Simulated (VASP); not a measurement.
**BeTe: single point with PBE**

Slab: BeTe, a slab with vacuum.

```
Be Te
1.0
     7.83474    0.00000    0.00000
     0.00000    5.54000    0.00000
     0.00000    0.00000   20.79343
Be Te
12 12
Cartesian
  0.0000 0.0000 1.0000
  6.0958 3.2168 3.0520
  1.9675 2.9007 3.0448
  3.9174 0.0000 1.0000
  3.6585 0.3040 4.6747
  2.1035 3.0143 7.1651
  5.9219 3.0664 6.9818
  -0.0626 0.0557 4.8798
  -0.1737 0.3119 8.8752
  5.8729 2.7734 10.7824
  1.7813 2.9208 10.9319
  3.8594 0.4970 9.0545
  -0.1382 1.4332 3.0654
  1.9587 4.1550 1.0000
  5.8761 4.1550 1.0000
  3.9328 1.7426 2.7507
  4.0634 1.5847 6.8198
  5.6703 4.5897 4.9709
  1.8420 4.3137 4.9641
  0.0197 1.7840 7.1007
  -0.0396 1.5808 11.3614
  1.7710 4.5414 9.0379
  5.7579 4.3528 8.9838
  3.8192 1.6608 11.1991
```

```yaml
Program: VASP 6.6.1
Task: single point
Functional: PBE
Potentials_or_basis: VASP PAW PBE potentials, release 64 (Be, Te)
Cutoff: 520 eV
k_mesh: 2 × 2 × 1
Occupations: fermi-dirac, width 0.05 eV
Spin: no spin polarisation
```

```yaml
Largest_force: 2.293 eV/Å
Band_gap_on_the_k_mesh: 1.44 eV, direct
```

Forces on the atoms (eV/Å):
```
Be  -0.031 -0.478  1.173
Be  -0.739 -0.779  0.729
Be  -0.939 -0.018 -0.084
Be  -0.105 -0.391  1.174
Be   0.316  0.195  0.433
Be  -0.163  0.175 -0.406
Be  -0.448  0.461 -0.470
Be  -0.338  0.657  1.100
Be  -0.154 -0.071  0.981
Be  -0.137 -0.129 -0.273
Be   0.452  0.002 -0.941
Be  -0.222 -0.692 -0.099
Te   1.092  1.299 -1.381
Te  -0.300  0.855 -1.278
Te   0.196  0.968 -2.070
Te   0.527 -0.698  0.130
Te  -1.057  0.267  0.551
Te   0.479 -1.293  0.376
Te   0.591 -0.301  0.553
Te   0.455 -0.669 -1.181
Te  -0.408 -0.216 -0.077
Te   1.134 -0.124  0.425
Te  -0.240  0.892  0.466
Te   0.039  0.087  0.169
```

Levels at points of the mesh, in eV from the valence-band top:
| k point | band 44 | band 45 | band 46 | band 47 | band 48 | band 49 | band 50 | band 51 | band 52 | band 53 |
| --- | --- | --- | --- | --- | --- | --- | --- | --- | --- | --- |
| (0.00, 0.00, 0.00) | -0.85 | -0.70 | -0.31 | -0.11 | 0.00 | 1.44 | 1.75 | 1.94 | 2.26 | 2.39 |
| (0.50, 0.00, 0.00) | -1.20 | -1.08 | -0.99 | -0.73 | -0.59 | 1.82 | 2.00 | 2.36 | 2.47 | 2.77 |
| (0.00, 0.50, 0.00) | -0.91 | -0.87 | -0.85 | -0.74 | -0.69 | 1.71 | 1.76 | 2.26 | 2.61 | 3.03 |
| (0.50, 0.50, 0.00) | -0.97 | -0.83 | -0.76 | -0.73 | -0.63 | 1.84 | 1.94 | 2.49 | 2.77 | 3.51 |

It took 8.3 min on 1 thread of Intel Xeon 6975P-C, with other jobs on the host, peak memory 0.83 GiB.

Caveat: the k points lie up to 0.57 Å⁻¹ apart; spin-orbit coupling is left out, which moves the levels of the heavy elements.
